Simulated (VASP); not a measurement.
Here is a VASP 6.6.1 calculation.

The input INCAR:

```
PREC = Accurate ; ENCUT = 520
EDIFF = 1E-7 ; ISMEAR = -1
SIGMA = 0.1 ; LREAL = F
LASPH = T ; NELM = 60
ALGO = Normal ; ISIF = 2
LWAVE = F ; LCHARG = T
GGA = B5 ; ALDAX = 1.0
AGGAX = 1.0 ; AGGAC = 1.0
ALDAC = 0.0 ; LELF = T
LVHAR = T ; NBANDS = 12
```

KPOINTS

```
regular mesh
0
Gamma
  13 13 13
```

Contents of POSCAR:

```
Cd
1.0
    0.0000000000      2.4266229374      2.4266229374
    2.4266229374      0.0000000000      2.4266229374
    2.4266229374      2.4266229374      0.0000000000
Cd
1
Direct
    0.0000000000      0.0000000000      0.0000000000
```

Potentials or basis: VASP PAW PBE potentials, release 64 (Cd).

The run is started by

```sh
$ cat potpaw_PBE.64/Cd/POTCAR > POTCAR
$ mpirun -np 1 vasp_std > vasp.out
```

Problem. What does it give for the band gap on the k mesh?

Solution. Zero (bands 6 and 7 overlap by 1.57 eV).

Problem. Estimate the pressure.

Solution. -1.0 GPa.

Caveat: the PAW data sets were made with another functional, which shifts forces and pressure a little.
